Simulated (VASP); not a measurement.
# Os3N (P6_3/mmc) in VASP: further runs, part 2 of 2

VASP 6.6.1. The steps go on from the part before.

### Step 3. Single point, PBE

Contents of INCAR:

```
PREC = Accurate
ENCUT = 520
EDIFF = 1E-6
ISMEAR = 0
SIGMA = 0.1
LREAL = F
LASPH = T
NELM = 80
ALGO = Normal
ISIF = 2
LWAVE = F
LCHARG = F
GGA = PE
NBANDS = 39
```

Contents of KPOINTS:

```
Automatic mesh
0
Gamma
  6 6 4
```

Contents of POSCAR:

```
Os3N
1.0
    6.7876553950      0.0000000000      0.0000000000
   -3.3938276975      5.8782820041      0.0000000000
    0.0000000000      0.0000000000      2.6867198859
Os N
6 2
Direct
    0.8102700677      0.6205401354      0.2500000000
    0.1897299323      0.8102700677      0.7500000000
    0.3794598646      0.1897299323      0.2500000000
    0.1897299323      0.3794598646      0.7500000000
    0.8102700677      0.1897299323      0.2500000000
    0.6205401354      0.8102700677      0.7500000000
    0.3333333333      0.6666666667      0.2500000000
    0.6666666667      0.3333333333      0.7500000000
```

Potentials or basis: VASP PAW PBE potentials, release 64 (Os, N).

Command:

```bash
cat potpaw_PBE.64/Os/POTCAR potpaw_PBE.64/N/POTCAR > POTCAR
mpirun -np 1 vasp_std > vasp.out
```

OUTCAR:

```text
PREC = Accurate
   ENCUT = 520
   EDIFF = 1E-6
   ISMEAR = 0
   LREAL = F
   LASPH = T
   NELM = 80
   ISIF = 2
   GGA = PE

 ion  position               nearest neighbor table
   1  0.810  0.621  0.250-   8 2.16   8 2.16   2 2.60   2 2.60   6 2.60   6 2.60   5 2.92   3 2.92

   2  0.190  0.810  0.750-   7 2.16   7 2.16   3 2.60   3 2.60   1 2.60   1 2.60   4 2.92   6 2.92

   3  0.379  0.190  0.250-   8 2.16   8 2.16   2 2.60   2 2.60   4 2.60   4 2.60   1 2.92   5 2.92

   4  0.190  0.379  0.750-   7 2.16   7 2.16   5 2.60   5 2.60   3 2.60   3 2.60   2 2.92   6 2.92

   5  0.810  0.190  0.250-   8 2.16   8 2.16   6 2.60   6 2.60   4 2.60   4 2.60   1 2.92   3 2.92

   6  0.621  0.810  0.750-   7 2.16   7 2.16   5 2.60   5 2.60   1 2.60   1 2.60   4 2.92   2 2.92

   7  0.333  0.667  0.250-   2 2.16   2 2.16   4 2.16   4 2.16   6 2.16   6 2.16
   8  0.667  0.333  0.750-   5 2.16   5 2.16   1 2.16   1 2.16   3 2.16   3 2.16

  LATTYP: Found a hexagonal cell.
 ALAT       =     6.7876553950
 C/A-ratio  =     0.3958244386

  Lattice vectors:

 A1 = (   6.7876553950,   0.0000000000,   0.0000000000)
 A2 = (  -3.3938276975,   5.8782820041,   0.0000000000)
 A3 = (   0.0000000000,   0.0000000000,   2.6867198859)

Analysis of symmetry for initial positions (statically):
=====================================================================
 Subroutine PRICEL returns:
 Original cell was already a primitive cell.

 Routine SETGRP: Setting up the symmetry group for a
 hexagonal supercell.

 Subroutine GETGRP returns: Found 24 space group operations
 (whereof 12 operations were pure point group operations)
 out of a pool of 24 trial point group operations.

The static configuration has the point symmetry D_3d.
 The point group associated with its full space group is D_6h.

Analysis of symmetry for dynamics (positions and initial velocities):
=====================================================================
[... 142 lines left out ...]
  Thomas-Fermi vector in A             =   2.462808
   LORBIT       =      0    0 simple, 1 ext, 2 COOP (PROOUT), +10 PAW based schemes
   GGA     = PE    functional components
   LHFCALC =     F    Hartree Fock is set to
   AEXX    =    0.0000 exact exchange contribution
   IVDW    =     0    specifies the selected vdW correction
   LEPSILON=     F    determine dielectric tensor
   LRPA    =     F    only Hartree local field effects (RPA)
 non-spin polarized calculation
 Gauss-broadening in eV      SIGMA  =   0.10
  energy-cutoff  :      520.00
  volume of cell :      107.20
 maximum number of plane-waves:      2916
   NGX = 25   NGY = 25   NGZ =  9

 number of electron      58.0000001 magnetization

 Free energy of the ion-electron system (eV)
  ---------------------------------------------------
  ext. energy  EPLUGINS =         0.00000000
  ---------------------------------------------------
  free energy    TOTEN  =       -77.71555837 eV

  energy without entropy =      -77.68125485  energy(sigma->0) =      -77.69840661

 E-fermi :   8.1255     XC(G=0): -13.1706

 val. band max:        8.0591018797   @ k =   0.1667   0.1667   0.5000
 cond. band min:       8.1428984333   @ k =   0.5000   0.0000   0.5000
 fundamental gap:      0.0837965536
 Fermi energy:         8.1254868108

 k-point     1 :       0.0000    0.0000    0.0000
  band No.  band energies     occupation
      1      -9.3897      2.00000
      2      -9.1017      2.00000
      3      -0.5622      2.00000
      4      -0.5622      2.00000
      5      -0.0643      2.00000
      6      -0.0643      2.00000
[... 871 lines left out ...]
     38      11.2410      0.00000
     39      12.3606      0.00000

------------------------ aborting loop because EDIFF is reached ----------------------------------------

  FORCE on cell =-STRESS in cart. coord.  units (eV):
  Direction    XX          YY          ZZ          XY          YZ          ZX
  --------------------------------------------------------------------------------------
  -------------------------------------------------------------------------------------
  Total        0.4472825      0.4472825      0.3102147      0.0000000      0.0000000      0.0000000
  in kB        6.6849771      6.6849771      4.6363948      0.0000000      0.0000000      0.0000000
  external PRESSURE =       6.0021163 kB  Pullay stress =       0.0000000 kB

 VOLUME and BASIS-vectors are now :
 -----------------------------------------------------------------------------
  energy-cutoff  :      520.00
  volume of cell :      107.20
      direct lattice vectors                 reciprocal lattice vectors
     6.787655395  0.000000000  0.000000000     0.147326277  0.085058866  0.000000000
    -3.393827697  5.878282004  0.000000000     0.000000000  0.170117732  0.000000000
     0.000000000  0.000000000  2.686719886     0.000000000  0.000000000  0.372201064

 POSITION                                       TOTAL-FORCE (eV/Angst)
 -----------------------------------------------------------------------------------
      3.39383      3.64771      0.67168         0.000000      0.126152     -0.000000
     -1.46210      4.76300      2.01504        -0.109251      0.063076     -0.000000
      1.93173      1.11529      0.67168        -0.109251     -0.063076      0.000000
     -0.00000      2.23057      2.01504        -0.000000     -0.126152      0.000000
      4.85592      1.11529      0.67168         0.109251     -0.063076      0.000000
      1.46210      4.76300      2.01504         0.109251      0.063076     -0.000000
     -0.00000      3.91885      0.67168         0.000000      0.000000      0.000000
      3.39383      1.95943      2.01504         0.000000     -0.000000      0.000000
 -----------------------------------------------------------------------------------
    total drift:                               -0.000000      0.000000      0.000000

  FREE ENERGIE OF THE ION-ELECTRON SYSTEM (eV)
  ---------------------------------------------------
  free  energy   TOTEN  =       -77.7155583673 eV

  energy  without entropy=      -77.6812548460  energy(sigma->0) =      -77.69840661
```

OSZICAR:

```text
N       E                     dE             d eps       ncg     rms          rms(c)
DAV:   1     0.468533544112E+03    0.46853E+03   -0.27420E+04  1638   0.143E+03
DAV:   2    -0.313813264667E+02   -0.49991E+03   -0.47453E+03  1715   0.491E+02
DAV:   3    -0.819700130169E+02   -0.50589E+02   -0.48112E+02  2367   0.116E+02
DAV:   4    -0.842619576878E+02   -0.22919E+01   -0.22226E+01  2252   0.262E+01
DAV:   5    -0.843211638063E+02   -0.59206E-01   -0.58969E-01  2096   0.386E+00    0.468E+01
DAV:   6    -0.787626151473E+02    0.55585E+01   -0.28431E+01  2648   0.278E+01    0.173E+01
DAV:   7    -0.778951957411E+02    0.86742E+00   -0.53583E+00  2223   0.140E+01    0.127E+01
DAV:   8    -0.777705434039E+02    0.12465E+00   -0.12730E+00  2171   0.625E+00    0.170E+00
DAV:   9    -0.777182923978E+02    0.52251E-01   -0.40382E-01  2112   0.297E+00    0.105E+00
DAV:  10    -0.777157408145E+02    0.25516E-02   -0.60100E-02  2110   0.182E+00    0.199E-01
DAV:  11    -0.777156608109E+02    0.80004E-04   -0.31858E-03  1983   0.308E-01    0.670E-02
DAV:  12    -0.777155704400E+02    0.90371E-04   -0.39063E-04  2177   0.102E-01    0.594E-02
DAV:  13    -0.777155591845E+02    0.11255E-04   -0.48506E-05  2424   0.374E-02    0.641E-03
DAV:  14    -0.777155583673E+02    0.81717E-06   -0.66906E-06  1954   0.132E-02
   1 F= -.77715558E+02 E0= -.77698407E+02  d E =-.343035E-01
```

It took 2.5 min on 1 thread of Oxide Virtual Turin-like, shared host; peak memory 0.21 GiB.

Results:

| Item | Value |
| --- | --- |
| Free energy | -77.7156 eV |
| Pressure | 0.6 GPa |
| Largest force | 0.126 eV/Å |
| Band gap on the k mesh | zero (bands 29 and 30 overlap by 1.60 eV) |

Forces in eV/Å, atoms in the order of the input:
```
Os   0.000  0.126  0.000
Os  -0.109  0.063  0.000
Os  -0.109 -0.063  0.000
Os   0.000 -0.126  0.000
Os   0.109 -0.063  0.000
Os   0.109  0.063  0.000
N    0.000  0.000  0.000
N    0.000  0.000  0.000
```

Levels at points of the mesh, in eV from the Fermi level:
| k point | band 27 | band 28 | band 29 | band 30 | band 31 | band 32 |
| --- | --- | --- | --- | --- | --- | --- |
| (0.00, 0.00, 0.00) | -1.45 | -1.45 | -1.04 | -1.04 | 0.45 | 0.45 |
| (0.50, 0.00, 0.00) | -1.19 | -1.07 | -0.29 | -0.09 | 0.23 | 0.72 |
| (0.00, 0.00, 0.50) | 0.25 | 0.25 | 0.25 | 0.25 | 1.19 | 1.19 |
| (0.50, 0.00, 0.50) | 0.02 | 0.02 | 0.17 | 0.17 | 2.00 | 2.00 |

Caveat: the k points lie up to 0.58 Å⁻¹ apart, too coarse for converged energies and pressures of a metal; spin-orbit coupling is left out, which moves the levels of the heavy elements.

### Step 4. Relaxation of cell and atoms, PBE

Contents of INCAR:

```
PREC = Accurate ; ENCUT = 600
EDIFF = 1E-6 ; ISMEAR = 0
SIGMA = 0.1 ; LREAL = F
LASPH = T ; NELM = 100
ALGO = Normal ; ISIF = 3
LWAVE = F ; LCHARG = F
GGA = PE ; IBRION = 2
NSW = 90 ; EDIFFG = -0.04
```

Contents of KPOINTS:

```
regular mesh
0
Gamma
  3 3 6
```

Changes to POSCAR since step 3:

```diff
@@ -3,3 +3,3 @@
     6.7876553950      0.0000000000      0.0000000000
-   -3.3938276975      5.8782820041      0.0000000000
+   -3.3938276975      5.8782820042      0.0000000000
     0.0000000000      0.0000000000      2.6867198859
```

Command:

```bash
cat potpaw_PBE.64/Os/POTCAR potpaw_PBE.64/N/POTCAR > POTCAR
mpirun -np 1 vasp_std > vasp.out
```

Wall time 6.1 min (1 thread of Oxide Virtual Turin-like, shared host); peak memory 0.24 GiB.

Results (log left out):

* Free energy: -77.6584 eV
* Relaxed volume: 13.44 Å³/atom
* Relaxed cell: a = 6.798 Å, b = 6.798 Å, c = 2.685 Å, α = 90.00°, β = 90.00°, γ = 120.00°
* Space group after relaxing (to 0.1 Å): P6_3/mmc (No. 194)
* Energy gained by relaxing: 0.1 meV/atom
* Ionic steps: 5
* Pressure after relaxing: 0.0 GPa
* Largest force after relaxing: 0.007 eV/Å
* Band gap on the k mesh: zero (bands 29 and 30 overlap by 1.62 eV)

Forces on the atoms (eV/Å):
```
Os   0.000  0.007  0.000
Os  -0.006  0.003  0.000
Os  -0.006 -0.003  0.000
Os   0.000 -0.007  0.000
Os   0.006 -0.003  0.000
Os   0.006  0.003  0.000
N    0.000  0.000  0.000
N    0.000  0.000  0.000
```

The path:
```
step  energy change (eV)  largest force (eV/Å)  pressure (GPa)  volume (Å³)
   1              0.0000                0.0128            0.80       107.20
   2              0.0041                0.0034           -2.21       108.24
   3             -0.0009                0.0095           -0.12       107.51
   4             -0.0009                0.0037            0.15       107.46
   5             -0.0011                0.0069            0.02       107.49
```

Final structure:
```
CELL_PARAMETERS angstrom
6.79837 0.00000 0.00000
-3.39918 5.88756 0.00000
0.00000 0.00000 2.68540
ATOMIC_POSITIONS crystal
Os 0.81031 0.62061 0.25000
Os 0.18969 0.81031 0.75000
Os 0.37939 0.18969 0.25000
Os 0.18969 0.37939 0.75000
Os 0.81031 0.18969 0.25000
Os 0.62061 0.81031 0.75000
N 0.33333 0.66667 0.25000
N 0.66667 0.33333 0.75000
```

Levels at points of the mesh, in eV from the Fermi level:
| k point | band 25 | band 26 | band 27 | band 28 | band 29 | band 30 | band 31 | band 32 | band 33 | band 34 |
| --- | --- | --- | --- | --- | --- | --- | --- | --- | --- | --- |
| (0.00, 0.00, 0.00) | -1.70 | -1.70 | -1.62 | -1.62 | -1.23 | -1.23 | 0.26 | 0.26 | 0.66 | 0.99 |
| (0.00, 0.00, 0.50) | -0.56 | -0.56 | 0.08 | 0.08 | 0.08 | 0.08 | 1.02 | 1.02 | 1.92 | 1.92 |

Caveat: the k points lie up to 0.39 Å⁻¹ apart in the final cell, too coarse for converged energies and pressures of a metal; spin-orbit coupling is left out, which moves the levels of the heavy elements.

### Step 5. Single point, PBE

This run uses another cell than the first one, of 13.38 Å³/atom.

Contents of INCAR:

```
SYSTEM = Os3N
PREC = Accurate ; ENCUT = 520
EDIFF = 1E-7 ; ISMEAR = 0
SIGMA = 0.1 ; LREAL = .False.
LASPH = .True. ; NELM = 100
ALGO = Fast ; ISIF = 2
LWAVE = .False. ; LCHARG = .True.
GGA = PE ; LELF = .True.
LVHAR = .True. ; NBANDS = 39
```

Contents of KPOINTS:

```
regular mesh
0
Gamma
  6 6 14
  0 0 0
```

Contents of POSCAR:

```
Os3N
1.0
    6.7836624896      0.0000000000      0.0000000000
   -3.3918312448      5.8748240467      0.0000000000
    0.0000000000      0.0000000000      2.6865911358
Os N
6 2
Direct
    0.8096268657      0.6192537313      0.2500000000
    0.1903731343      0.8096268657      0.7500000000
    0.3807462687      0.1903731343      0.2500000000
    0.1903731343      0.3807462687      0.7500000000
    0.8096268657      0.1903731343      0.2500000000
    0.6192537313      0.8096268657      0.7500000000
    0.3333333333      0.6666666667      0.2500000000
    0.6666666667      0.3333333333      0.7500000000
```

Potentials or basis: VASP PAW PBE potentials, release 64 (Os, N).

Command:

```bash
cat potpaw_PBE.64/Os/POTCAR potpaw_PBE.64/N/POTCAR > POTCAR
mpirun -np 1 vasp_std > vasp.out
```

OUTCAR:

```text
SYSTEM = Os3N
   PREC = Accurate
   ENCUT = 520
   EDIFF = 1E-7
   ISMEAR = 0
   LREAL = .False.
   LASPH = .True.
   NELM = 100
   ISIF = 2
   GGA = PE

 ion  position               nearest neighbor table
   1  0.810  0.619  0.250-   8 2.15   8 2.15   2 2.61   2 2.61   6 2.61   6 2.61   5 2.91   3 2.91

   2  0.190  0.810  0.750-   7 2.15   7 2.15   1 2.61   1 2.61   3 2.61   3 2.61   6 2.91   4 2.91

   3  0.381  0.190  0.250-   8 2.15   8 2.15   2 2.61   2 2.61   4 2.61   4 2.61   5 2.91   1 2.91

   4  0.190  0.381  0.750-   7 2.15   7 2.15   5 2.61   5 2.61   3 2.61   3 2.61   2 2.91   6 2.91

   5  0.810  0.190  0.250-   8 2.15   8 2.15   4 2.61   4 2.61   6 2.61   6 2.61   3 2.91   1 2.91

   6  0.619  0.810  0.750-   7 2.15   7 2.15   5 2.61   5 2.61   1 2.61   1 2.61   2 2.91   4 2.91

   7  0.333  0.667  0.250-   2 2.15   2 2.15   6 2.15   6 2.15   4 2.15   4 2.15
   8  0.667  0.333  0.750-   5 2.15   5 2.15   3 2.15   3 2.15   1 2.15   1 2.15

  LATTYP: Found a hexagonal cell.
 ALAT       =     6.7836624896
 C/A-ratio  =     0.3960384438

  Lattice vectors:

 A1 = (   6.7836624896,   0.0000000000,   0.0000000000)
 A2 = (  -3.3918312448,   5.8748240467,   0.0000000000)
[... 194 lines left out ...]
 cond. band min:       8.2297862380   @ k =   0.5000  -0.0000   0.2857
 fundamental gap:      0.0521840570
 Fermi energy:         8.2012691736

 k-point     1 :       0.0000    0.0000    0.0000
  band No.  band energies     occupation
      1      -9.4839      2.00000
      2      -9.2013      2.00000
      3      -0.6167      2.00000
      4      -0.6167      2.00000
      5      -0.1290      2.00000
      6      -0.1290      2.00000
[... 997 lines left out ...]
     38      10.3930      0.00000
     39      10.4813      0.00000

 [... further k-points ...]
[... 5 lines left out ...]
  --------------------------------------------------------------------------------------
  -------------------------------------------------------------------------------------
  Total        0.3847714      0.3847714      0.5439315      0.0000000     -0.0000000      0.0000000
  in kB        5.7577479      5.7577479      8.1394326      0.0000000     -0.0000000      0.0000000
  external PRESSURE =       6.5516428 kB  Pullay stress =       0.0000000 kB

 VOLUME and BASIS-vectors are now :
 -----------------------------------------------------------------------------
  energy-cutoff  :      520.00
  volume of cell :      107.07
      direct lattice vectors                 reciprocal lattice vectors
     6.783662490  0.000000000  0.000000000     0.147412994  0.085108932  0.000000000
    -3.391831245  5.874824047  0.000000000     0.000000000  0.170217864  0.000000000
     0.000000000  0.000000000  2.686591136     0.000000000  0.000000000  0.372218901

 POSITION                                       TOTAL-FORCE (eV/Angst)
 -----------------------------------------------------------------------------------
      3.39183      3.63801      0.67165         0.000000      0.120807      0.000000
     -1.45469      4.75642      2.01494        -0.104622      0.060403      0.000000
      1.93714      1.11841      0.67165        -0.104622     -0.060403     -0.000000
     -0.00000      2.23682      2.01494        -0.000000     -0.120807      0.000000
      4.84652      1.11841      0.67165         0.104622     -0.060403      0.000000
      1.45469      4.75642      2.01494         0.104622      0.060403     -0.000000
     -0.00000      3.91655      0.67165         0.000000      0.000000     -0.000000
      3.39183      1.95827      2.01494         0.000000     -0.000000     -0.000000
 -----------------------------------------------------------------------------------
    total drift:                               -0.000000      0.000000      0.000000

  FREE ENERGIE OF THE ION-ELECTRON SYSTEM (eV)
  ---------------------------------------------------
  free  energy   TOTEN  =       -77.8094804436 eV

  energy  without entropy=      -77.7883296396  energy(sigma->0) =      -77.79890504
```

Run time: 9.2 min. Hardware: 1 thread of Oxide Virtual Turin-like, shared host; peak memory 0.3 GiB.

Results:

```
Free energy            : -77.8095 eV
Pressure               : 0.7 GPa
Largest force          : 0.121 eV/Å
Band gap on the k mesh : zero (bands 29 and 30 overlap by 1.84 eV)
```

Forces in eV/Å, atoms in the order of the input:
```
Os   0.000  0.121  0.000
Os  -0.105  0.060  0.000
Os  -0.105 -0.060  0.000
Os   0.000 -0.121  0.000
Os   0.105 -0.060  0.000
Os   0.105  0.060  0.000
N    0.000  0.000  0.000
N    0.000  0.000  0.000
```

Stress tensor (GPa, compression positive):
```
0.58 0.00 0.00
0.00 0.58 0.00
0.00 0.00 0.81
```

Levels at points of the mesh, in eV from the Fermi level:
```tsv
k point	band 27	band 28	band 29	band 30	band 31	band 32
(0.00, 0.00, 0.00)	-1.53	-1.53	-1.10	-1.10	0.35	0.35
(0.50, 0.00, 0.00)	-1.26	-1.13	-0.36	-0.13	0.16	0.61
(0.00, 0.00, 0.50)	0.17	0.17	0.17	0.17	1.15	1.15
(0.50, 0.00, 0.50)	-0.07	-0.07	0.10	0.10	1.92	1.92
```

Caveat: spin-orbit coupling is left out, which moves the levels of the heavy elements.

### Step 6. The runs side by side

```tsv
task	cell	k mesh	cutoff (eV)	gap on the mesh (eV)	pressure (GPa)	largest force (eV/Å)
single point	a = 6.793, b = 6.793, c = 2.685 Å, angles 90.0, 90.0, 120.0°, 8 atoms, atomic positions A	3 × 3 × 6	520	none	0.5	0.13
single point	a = 6.788, b = 6.788, c = 2.687 Å, angles 90.0, 90.0, 120.0°, 8 atoms, atomic positions B	6 × 6 × 4	520	none	0.6	0.13
relaxation of cell and atoms	relaxed from a = 6.788, b = 6.788, c = 2.687 Å, angles 90.0, 90.0, 120.0°, 8 atoms, atomic positions B	3 × 3 × 6	600	none	0.0	0.01
single point	a = 6.784, b = 6.784, c = 2.687 Å, angles 90.0, 90.0, 120.0°, 8 atoms, atomic positions C	6 × 6 × 14	520	none	0.7	0.12
```

Alike in all rows: level PBE; potentials or basis VASP PAW PBE potentials, release 64 (Os, N); no spin polarisation; smearing gaussian 0.1 eV.

Caveats: some runs use coarse meshes; spin-orbit coupling is left out, which moves the levels of the heavy elements.

Total energies depend on the potentials used, so only differences within one code and one set of settings carry meaning.

The gap in the log of VASP goes by the Fermi energy; the results here count the filled bands.